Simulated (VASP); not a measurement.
Here is a VASP 6.6.1 calculation.

The input INCAR:

```
SYSTEM = MgO
ALGO = Normal
DIPOL = 0.5 0.5 0.459
EDIFF = 1E-6
ENCUT = 520
GGA = PE
IDIPOL = 3
ISIF = 2
ISMEAR = 0
IVDW = 12
LASPH = .TRUE.
LCHARG = .TRUE.
LDIPOL = .TRUE.
LELF = .TRUE.
LREAL = Auto
LVACPOTAV = .TRUE.
LVHAR = .TRUE.
LWAVE = .FALSE.
NBANDS = 86
NELM = 100
PREC = Accurate
SIGMA = 0.05
```

The input KPOINTS:

```
k-points
0
G
  3 3 1
  0 0 0
```

Contents of POSCAR:

```
MgO
1.0
    5.9506164682      0.0000000000      0.0000000000
    0.0000000000      5.9506164682      0.0000000000
    0.0000000000      0.0000000000     24.3115818854
Mg O
16 16
Direct
    0.2500000000      0.2500000000      0.3290612695
    0.2500000000      0.7500000000      0.3290612695
    0.7500000000      0.2500000000      0.3290612695
    0.7500000000      0.7500000000      0.3290612695
    0.5000000000      0.5000000000      0.4155986507
    0.5000000000      0.0000000000      0.4155986507
    0.0000000000      0.5000000000      0.4155986507
    0.0000000000      0.0000000000      0.4155986507
    0.7500683097      0.7500782869      0.5025542971
    0.7501078041      0.2498950870      0.5025472930
    0.2498799163      0.7501192432      0.5025378886
    0.2499225093      0.2499373199      0.5025529409
    0.0000873252     -0.0000826763      0.5890260726
    0.0000260589      0.5000605896      0.5883751844
    0.4999372847     -0.0000199036      0.5883725566
    0.4999553514      0.5000488089      0.5884137635
    0.5000000000      0.5000000000      0.3290612695
    0.5000000000      0.0000000000      0.3290612695
    0.0000000000      0.5000000000      0.3290612695
    0.0000000000      0.0000000000      0.3290612695
    0.7500000000      0.7500000000      0.4155986507
    0.7500000000      0.2500000000      0.4155986507
    0.2500000000      0.7500000000      0.4155986507
    0.2500000000      0.2500000000      0.4155986507
   -0.0000147798      0.0000160892      0.5023845417
   -0.0000142068      0.4999991051      0.5022700366
    0.5000032719      0.0000175546      0.5022710995
    0.4999969137      0.5000054513      0.5022317767
    0.2503681962      0.2503921075      0.5904741137
    0.2500409065      0.7499656367      0.5908118194
    0.7498815869      0.2501214757      0.5908561463
    0.7496150520      0.7496323330      0.5904750884
```

Potentials or basis: VASP PAW PBE potentials, release 64 (Mg, O).

The run is started by

```sh
$ cat potpaw_PBE.64/Mg/POTCAR potpaw_PBE.64/O/POTCAR > POTCAR
$ mpirun -np 1 vasp_std > vasp.out
```

(1) Predict the band gap on the k mesh.

(2) Estimate the largest force.

Results:

(1) 3.35 eV.

(2) 0.550 eV/Å.
